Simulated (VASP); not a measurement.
A run of VASP 6.6.1:

Contents of INCAR:

```
PREC = Accurate
ENCUT = 500
EDIFF = 1E-6
ISMEAR = 1
SIGMA = 0.02
LREAL = False
LASPH = True
NELM = 120
ALGO = Normal
ISIF = 2
LWAVE = False
LCHARG = False
GGA = CA
NBANDS = 17
GGA_COMPAT = False
```

KPOINTS

```
Automatic mesh
0
Gamma
  6 6 6
```

Contents of POSCAR:

```
SnSe
1.0
    0.0000000000      3.0100000000      3.0100000000
    3.0100000000      0.0000000000      3.0100000000
    3.0100000000      3.0100000000      0.0000000000
Sn Se
1 1
Direct
    0.0000000000      0.0000000000      0.0000000000
    0.5000000000      0.5000000000      0.5000000000
```

Potentials or basis: VASP PAW LDA potentials, release 64 (Sn_d, Se).

Run with:

```sh
$ cat potpaw_LDA.64/Sn_d/POTCAR potpaw_LDA.64/Se/POTCAR > POTCAR
$ mpirun -np 1 vasp_std > vasp.out
```

Hardware: 1 thread of AMD EPYC 7R43 64-Core Processor (Zen 3) (shared host).

Problem. Estimate the wall time of this run.

Solution. Wall time 15 s on 1 thread of AMD EPYC 7R43 64-Core Processor (Zen 3) (shared host), peak memory 0.12 GiB. Counts: scf iterations 11, k points 16.
